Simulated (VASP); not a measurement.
# NaI (Fm-3m) in VASP: further runs

Runs on NaI. Level: PBE. Tasks: single point.

Program: VASP 6.6.1. These are calculated values, not measurements. Logs are shortened: lines on timing, memory, paths and dates and some standing lists are left out, and cuts for length are marked.

### 1 The cell of the first run

Symmetry: Fm-3m, No. 225, cubic system. Conventional cell: a = 6.395 Å, b = 6.395 Å, c = 6.395 Å, α = 90.00°, β = 90.00°, γ = 90.00°. Na (site symmetry m-3m) has 6 I at 3.20 Å within 4.2 Å. Within 4.2 Å of I (site symmetry m-3m) lie 6 Na at 3.20 Å.

### 2 Single point, PBE

File INCAR:

```
SYSTEM = NaI
ALGO     = Normal         ! electronic algorithm
EDIFF    = 1E-6           ! SCF threshold, eV
ENCUT    = 500            ! plane-wave cutoff, eV
GGA      = PE             ! functional
GGA_COMPAT= .False.      
ISIF     = 2              ! what is computed and relaxed
ISMEAR   = 1              ! smearing method
LASPH    = .True.         ! aspherical terms in the spheres
LCHARG   = .True.         ! write CHGCAR
LELF     = .True.         ! ELF
LREAL    = .False.        ! projectors in reciprocal space
LVHAR    = .True.       
LWAVE    = .False.        ! write WAVECAR
NBANDS   = 14             ! bands
NELM     = 120            ! most SCF steps
PREC     = Accurate       ! precision mode
SIGMA    = 0.02           ! smearing width, eV
```

File KPOINTS:

```
k-points
0
Gamma
  6 6 6
  0 0 0
```

File POSCAR:

```
NaI
1.0
    0.0000000000      3.1974639448      3.1974639448
    3.1974639448      0.0000000000      3.1974639448
    3.1974639448      3.1974639448      0.0000000000
Na I
1 1
Direct
    0.0000000000      0.0000000000      0.0000000000
    0.5000000000      0.5000000000      0.5000000000
```

Potentials or basis: VASP PAW PBE potentials, release 64 (Na_pv, I).

Started as:

```sh
cat potpaw_PBE.64/Na_pv/POTCAR potpaw_PBE.64/I/POTCAR > POTCAR
mpirun -np 1 vasp_std > vasp.out
```

OUTCAR:

```text
SYSTEM = NaI
   EDIFF = 1E-6
   ENCUT = 500
   GGA = PE
   ISIF = 2
   ISMEAR = 1
   LASPH = .True.
   LREAL = .False.
   NELM = 120
   PREC = Accurate

 ion  position               nearest neighbor table
   1  0.000  0.000  0.000-
   2  0.500  0.500  0.500-

  LATTYP: Found a face centered cubic cell.
 ALAT       =     6.3949278896

  Lattice vectors:

 A1 = (   0.0000000000,   3.1974639448,   3.1974639448)
 A2 = (   3.1974639448,   0.0000000000,   3.1974639448)
 A3 = (   3.1974639448,   3.1974639448,   0.0000000000)

Analysis of symmetry for initial positions (statically):
=====================================================================
 Subroutine PRICEL returns:
 Original cell was already a primitive cell.

 Routine SETGRP: Setting up the symmetry group for a
 face centered cubic supercell.

 Subroutine GETGRP returns: Found 48 space group operations
 (whereof 48 operations were pure point group operations)
 out of a pool of 48 trial point group operations.

The static configuration has the point symmetry O_h .

Analysis of symmetry for dynamics (positions and initial velocities):
=====================================================================
 Subroutine PRICEL returns:
 Original cell was already a primitive cell.

 Routine SETGRP: Setting up the symmetry group for a
 face centered cubic supercell.

 Subroutine GETGRP returns: Found 48 space group operations
 (whereof 48 operations were pure point group operations)
 out of a pool of 48 trial point group operations.

The dynamic configuration has the point symmetry O_h .

 Subroutine INISYM returns: Found 48 space group operations
 (whereof 48 operations are pure point group operations),
 and found     1 'primitive' translations

----------------------------------------------------------------------------------------

                                     Primitive cell

  volume of cell :      65.3803

  direct lattice vectors                    reciprocal lattice vectors
     0.000000000  3.197463945  3.197463945    -0.156373929  0.156373929  0.156373929
     3.197463945  0.000000000  3.197463945     0.156373929 -0.156373929  0.156373929
     3.197463945  3.197463945  0.000000000     0.156373929  0.156373929 -0.156373929

  length of vectors
     4.521896876  4.521896876  4.521896876     0.270847590  0.270847590  0.270847590

  position of ions in fractional coordinates (direct lattice)
     0.000000000  0.000000000  0.000000000
     0.500000000  0.500000000  0.500000000

  ion indices of the primitive-cell ions
   primitive index   ion index
                 1           1
                 2           2

----------------------------------------------------------------------------------------

 KPOINTS: k-points

Automatic generation of k-mesh.
 Grid dimensions read from file:
 generate k-points for:    6    6    6

 Generating k-lattice:

  Cartesian coordinates                     Fractional coordinates (reciprocal lattice)
    -0.026062322  0.026062322  0.026062322     0.166666667  0.000000000  0.000000000
     0.026062322 -0.026062322  0.026062322     0.000000000  0.166666667  0.000000000
     0.026062322  0.026062322 -0.026062322     0.000000000  0.000000000  0.166666667

  Length of vectors
     0.045141265  0.045141265  0.045141265

  Shift w.r.t. Gamma in fractional coordinates (k-lattice)
     0.000000000  0.000000000  0.000000000

 Subroutine IBZKPT returns following result:
 ===========================================

 Found     16 irreducible k-points:

 Following reciprocal coordinates:
            Coordinates               Weight
  0.000000  0.000000  0.000000      1.000000
  0.166667  0.000000  0.000000      8.000000
  0.333333  0.000000  0.000000      8.000000
  0.500000  0.000000  0.000000      4.000000
  0.166667  0.166667  0.000000      6.000000
  0.333333  0.166667  0.000000     24.000000
[... 8 lines left out ...]
 -0.333333  0.333333  0.166667     24.000000
 -0.333333  0.500000  0.166667     12.000000
   k-points           NKPTS =     16   k-points in BZ     NKDIM =     16   number of bands    NBANDS=     14
   number of dos      NEDOS =    301   number of ions     NIONS =      2
   total plane-waves  NPLWV =  46656
   dimension x,y,z NGX =    36 NGY =   36 NGZ =   36
   dimension x,y,z NGXF=    72 NGYF=   72 NGZF=   72
   ions per type =               1   1
   NGX,Y,Z   is equivalent  to a cutoff of  13.24, 13.24, 13.24 a.u.
   NGXF,Y,Z  is equivalent  to a cutoff of  26.47, 26.47, 26.47 a.u.
 SYSTEM =  NaI
   PREC   = accura    normal or accurate (medium, high low for compatibility)
   ISTART =      0    job   : 0-new  1-cont  2-samecut
   ICHARG =      2    charge: 1-file 2-atom 10-const
   ISPIN  =      1    spin polarized calculation?
   LNONCOLLINEAR =      F non collinear calculations
   LSORBIT =      F    spin-orbit coupling
   LASPH  =      T    aspherical Exc in radial PAW
   ENCUT  =  500.0 eV  36.75 Ry    6.06 a.u.   8.24  8.24  8.24*2*pi/ulx,y,z
   NELM   =    120;   NELMIN=  2; NELMDL= -5     # of ELM steps
   EDIFF  = 0.1E-05   stopping-criterion for ELM
   LREAL  =      F    real-space projection
   EDIFFG = 0.1E-04   stopping-criterion for IOM
   NSW    =      0    number of steps for IOM
   IBRION =     -1    ionic relax: 0-MD 1-quasi-New 2-CG
   NFREE  =      0    steps in history (QN), initial steepest desc. (CG)
   ISIF   =      2    stress and relaxation
   ISYM   =      2    0-nonsym 1-usesym 2-fastsym
   POTIM  = 0.5000    time-step for ionic-motion
   TEBEG  =    0.0;   TEEND  =   0.0 temperature during run
   PSTRESS=    0.0 pullay stress
   NELECT =      14.0000    total number of electrons
   NUPDOWN=      -1.0000    fix difference up-down
   EMIN   =  10.00;   EMAX   =-10.00  energy-range for DOS
   EFERMI =   0.00;   METHOD = LEGACY
   ISMEAR =     1;   SIGMA  =   0.02  broadening in eV -4-tet -1-fermi 0-gaus
   EFERMI_NEDOS =   21; number of points for ismear=-14 and -15
   IALGO  =     38    algorithm
   IMIX   =      4    mixing-type and parameters
     AMIX     =   0.40;   BMIX     =  1.00
     AMIX_MAG =   1.60;   BMIX_MAG =  1.00
  volume/ion in A,a.u.               =      32.69       220.60
  Fermi-wavevector in a.u.,A,eV,Ry     =   0.979419  1.850834 13.051546  0.959262
  Thomas-Fermi vector in A             =   2.110271
   LORBIT       =      0    0 simple, 1 ext, 2 COOP (PROOUT), +10 PAW based schemes
   GGA     = PE    functional components
   LHFCALC =     F    Hartree Fock is set to
   AEXX    =    0.0000 exact exchange contribution
   IVDW    =     0    specifies the selected vdW correction
   LEPSILON=     F    determine dielectric tensor
   LRPA    =     F    only Hartree local field effects (RPA)
 non-spin polarized calculation
 Methfessel and Paxton  Order N= 1 SIGMA  =   0.02
  energy-cutoff  :      500.00
  volume of cell :       65.38
 maximum number of plane-waves:      1676
 NGX is ok and might be reduce to    36
   NGX = 17   NGY = 17   NGZ = 17

 number of electron      14.0000000 magnetization

 Free energy of the ion-electron system (eV)
  ---------------------------------------------------
  ext. energy  EPLUGINS =         0.00000000
  ---------------------------------------------------
  free energy    TOTEN  =        -5.37329054 eV

  energy without entropy =       -5.37330665  energy(sigma->0) =       -5.37329591

 E-fermi :   1.0822     XC(G=0):  -7.8519

 val. band max:        1.0653270251   @ k =   0.0000   0.0000   0.0000
 cond. band min:       4.8055476105   @ k =   0.0000   0.0000   0.0000
 fundamental gap:      3.7402205854
 Fermi energy:         1.0821645824

 k-point     1 :       0.0000    0.0000    0.0000
  band No.  band energies     occupation
      1     -21.3345      2.00000
      2     -21.3345      2.00000
      3     -21.3345      2.00000
      4     -10.0489      2.00000
      5       1.0653      2.00000
      6       1.0653      2.00000
      7       1.0653      2.00000
      8       4.8055      0.00000
      9       8.9935      0.00000
     10       8.9935      0.00000
     11       8.9935      0.00000
     12      10.8724      0.00000
     13      10.8724      0.00000
     14      11.5239      0.00000

 k-point     2 :       0.1667    0.0000    0.0000
  band No.  band energies     occupation
      1     -21.3361      2.00000
      2     -21.3346      2.00000
      3     -21.3346      2.00000
      4      -9.9668      2.00000
      5       0.2875      2.00000
      6       0.9837      2.00000
      7       0.9837      2.00000
      8       5.6357      0.00000
      9       8.5265      0.00000
     10       9.1995      0.00000
     11       9.1995      0.00000
     12      10.3647      0.00000
     13      10.3647      0.00000
     14      12.0006      0.00000

 k-point     3 :       0.3333    0.0000    0.0000
  band No.  band energies     occupation
      1     -21.3393      2.00000
      2     -21.3348      2.00000
      3     -21.3348      2.00000
      4      -9.7919      2.00000
      5      -0.8026      2.00000
      6       0.8319      2.00000
      7       0.8319      2.00000
      8       6.2103      0.00000
      9       8.7970      0.00000
     10       8.7970      0.00000
     11       9.2392      0.00000
     12      11.3069      0.00000
     13      11.4226      0.00000
     14      11.4226      0.00000

 k-point     4 :       0.5000    0.0000    0.0000
  band No.  band energies     occupation
      1     -21.3409      2.00000
      2     -21.3349      2.00000
      3     -21.3349      2.00000
      4      -9.6984      2.00000
      5      -1.2473      2.00000
      6       0.7609      2.00000
      7       0.7609      2.00000
      8       6.1671      0.00000
      9       8.5397      0.00000
     10       8.5397      0.00000
     11      10.0662      0.00000
     12      11.4606      0.00000
     13      13.4648      0.00000
     14      13.4648      0.00000

 k-point     5 :       0.1667    0.1667    0.0000
  band No.  band energies     occupation
      1     -21.3359      2.00000
      2     -21.3350      2.00000
      3     -21.3350      2.00000
      4      -9.9411      2.00000
      5       0.2944      2.00000
      6       0.8375      2.00000
      7       0.8375      2.00000
      8       5.9377      0.00000
      9       7.9661      0.00000
     10       9.1641      0.00000
     11       9.6481      0.00000
[... 140 lines left out ...]
 k-point    14 :       0.5000    0.3333    0.1667
  band No.  band energies     occupation
      1     -21.3388      2.00000
      2     -21.3366      2.00000
      3     -21.3355      2.00000
      4      -9.6868      2.00000
      5      -0.7197      2.00000
      6       0.0873      2.00000
      7       0.5194      2.00000
      8       7.0715      0.00000
      9       7.8005      0.00000
     10       8.1339      0.00000
     11      10.2091      0.00000
     12      11.2810      0.00000
     13      13.3767      0.00000
     14      14.1612      0.00000

 k-point    15 :      -0.3333    0.3333    0.1667
  band No.  band energies     occupation
      1     -21.3390      2.00000
      2     -21.3371      2.00000
      3     -21.3359      2.00000
      4      -9.6279      2.00000
      5      -0.7614      2.00000
      6      -0.1857      2.00000
      7       0.3728      2.00000
      8       7.1512      0.00000
      9       7.7569      0.00000
     10       9.0221      0.00000
     11       9.6603      0.00000
     12      11.6097      0.00000
     13      13.0202      0.00000
     14      14.1719      0.00000

 k-point    16 :      -0.3333    0.5000    0.1667
  band No.  band energies     occupation
      1     -21.3386      2.00000
      2     -21.3372      2.00000
      3     -21.3367      2.00000
      4      -9.6062      2.00000
      5      -0.7115      2.00000
      6      -0.1141      2.00000
      7       0.1171      2.00000
      8       6.4827      0.00000
      9       7.5511      0.00000
     10       9.7443      0.00000
     11       9.8037      0.00000
     12      12.8911      0.00000
     13      13.7078      0.00000
     14      13.9035      0.00000

------------------------ aborting loop because EDIFF is reached ----------------------------------------

  FORCE on cell =-STRESS in cart. coord.  units (eV):
  Direction    XX          YY          ZZ          XY          YZ          ZX
  --------------------------------------------------------------------------------------
  -------------------------------------------------------------------------------------
  Total        0.4486568      0.4486568      0.4486568      0.0000000      0.0000000     -0.0000000
  in kB       10.9945609     10.9945609     10.9945609      0.0000000      0.0000000     -0.0000000
  external PRESSURE =      10.9945609 kB  Pullay stress =       0.0000000 kB

 VOLUME and BASIS-vectors are now :
 -----------------------------------------------------------------------------
  energy-cutoff  :      500.00
  volume of cell :       65.38
      direct lattice vectors                 reciprocal lattice vectors
     0.000000000  3.197463945  3.197463945    -0.156373929  0.156373929  0.156373929
     3.197463945  0.000000000  3.197463945     0.156373929 -0.156373929  0.156373929
     3.197463945  3.197463945  0.000000000     0.156373929  0.156373929 -0.156373929

 POSITION                                       TOTAL-FORCE (eV/Angst)
 -----------------------------------------------------------------------------------
      0.00000      0.00000      0.00000        -0.000000     -0.000000     -0.000000
      3.19746      3.19746      3.19746         0.000000      0.000000      0.000000
 -----------------------------------------------------------------------------------
    total drift:                                0.000000      0.000000      0.000000

  FREE ENERGIE OF THE ION-ELECTRON SYSTEM (eV)
  ---------------------------------------------------
  free  energy   TOTEN  =        -5.3732905426 eV

  energy  without entropy=       -5.3733066479  energy(sigma->0) =       -5.37329591
```

Wall time 16 s (1 thread of Intel Xeon Platinum 8488C (Sapphire Rapids), shared host); peak memory 0.2 GiB.

What came out:

```yaml
Free_energy: -5.3733 eV
Pressure: 1.1 GPa
Band_gap_on_the_k_mesh: 3.74 eV, direct
```

Caveat: spin-orbit coupling is left out, which moves the levels of the heavy elements. A hybrid or GW would open this gap; PBE tends to underestimate it.

### 3 Single point, PBE

This run uses another cell than the first one, of 33.90 Å³/atom, 1.037 times its volume.

File INCAR:

```
PREC = Accurate
ENCUT = 500
EDIFF = 1E-6
ISMEAR = 0
SIGMA = 0.1
LREAL = False
LASPH = True
NELM = 120
ALGO = Normal
ISIF = 2
LWAVE = False
LCHARG = False
GGA = PE
NBANDS = 14
GGA_COMPAT = False
```

File KPOINTS:

```
Automatic mesh
0
Gamma
  6 6 6
```

File POSCAR:

```
NaI
1.0
    0.0000000000      3.2364000000      3.2364000000
    3.2364000000      0.0000000000      3.2364000000
    3.2364000000      3.2364000000      0.0000000000
Na I
1 1
Direct
    0.0000000000      0.0000000000      0.0000000000
    0.5000000000      0.5000000000      0.5000000000
```

Potentials or basis: VASP PAW PBE potentials, release 64 (Na_pv, I).

Started as:

```sh
cat potpaw_PBE.64/Na_pv/POTCAR potpaw_PBE.64/I/POTCAR > POTCAR
mpirun -np 1 vasp_std > vasp.out
```

It took 18 s on 1 thread of Intel Xeon Platinum 8488C (Sapphire Rapids), shared host; peak memory 0.2 GiB.

The run converged. Its results:

- Free energy: -5.3849 eV
- Pressure: 0.4 GPa
- Band gap on the k mesh: 3.64 eV, direct

Levels at points of the mesh, in eV from the valence-band top:
| k point | band 3 | band 4 | band 5 | band 6 | band 7 | band 8 | band 9 | band 10 | band 11 | band 12 |
| --- | --- | --- | --- | --- | --- | --- | --- | --- | --- | --- |
| (0.00, 0.00, 0.00) | -22.44 | -11.02 | 0.00 | 0.00 | 0.00 | 3.64 | 7.93 | 7.93 | 7.93 | 9.75 |
| (0.50, 0.00, 0.00) | -22.44 | -10.70 | -2.18 | -0.28 | -0.28 | 5.09 | 7.44 | 7.44 | 8.73 | 10.31 |
| (0.50, 0.50, 0.00) | -22.44 | -10.63 | -1.90 | -0.74 | -0.74 | 4.49 | 5.55 | 9.87 | 11.30 | 11.30 |

Caveat: spin-orbit coupling is left out, which moves the levels of the heavy elements. As with any semilocal functional, this PBE gap is likely too small.
